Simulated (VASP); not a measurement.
Input of a VASP 6.6.1 run:

INCAR

```
PREC     = Accurate       # precision mode
ENCUT    = 520            # plane-wave cutoff, eV
EDIFF    = 1E-7           # SCF threshold, eV
ISMEAR   = 0              # smearing method
SIGMA    = 0.1            # smearing width, eV
LREAL    = False          # projectors in reciprocal space
LASPH    = True           # aspherical terms in the spheres
NELM     = 100            # most SCF steps
ALGO     = Normal         # electronic algorithm
ISIF     = 2              # what is computed and relaxed
LWAVE    = False          # write WAVECAR
LCHARG   = True           # write CHGCAR
GGA      = PE             # functional
IVDW     = 12             # dispersion correction
LELF     = True           # ELF
LVHAR    = True         
NBANDS   = 21             # bands
```

Contents of KPOINTS:

```
Automatic mesh
0
Gamma
  16 16 16
```

POSCAR

```
Ge
1.0
   -2.5702811299      2.5702811299      1.4010559354
    2.5702811299     -2.5702811299      1.4010559354
    2.5702811299      2.5702811299     -1.4010559354
Ge
2
Direct
    0.2500000000      0.7500000000      0.5000000000
    0.5000000000      0.5000000000      0.0000000000
```

Potentials or basis: VASP PAW PBE potentials, release 64 (Ge_d).

Run with:

```sh
$ cat potpaw_PBE.64/Ge_d/POTCAR > POTCAR
$ mpirun -np 1 vasp_std > vasp.out
```

(1) Estimate the pressure.

(2) Predict the dispersion energy per atom.

Results:

(1) 0.0 GPa.

(2) -0.360 eV.

Caveat: pairwise dispersion overbinds metals, which lowers pressure and volume.
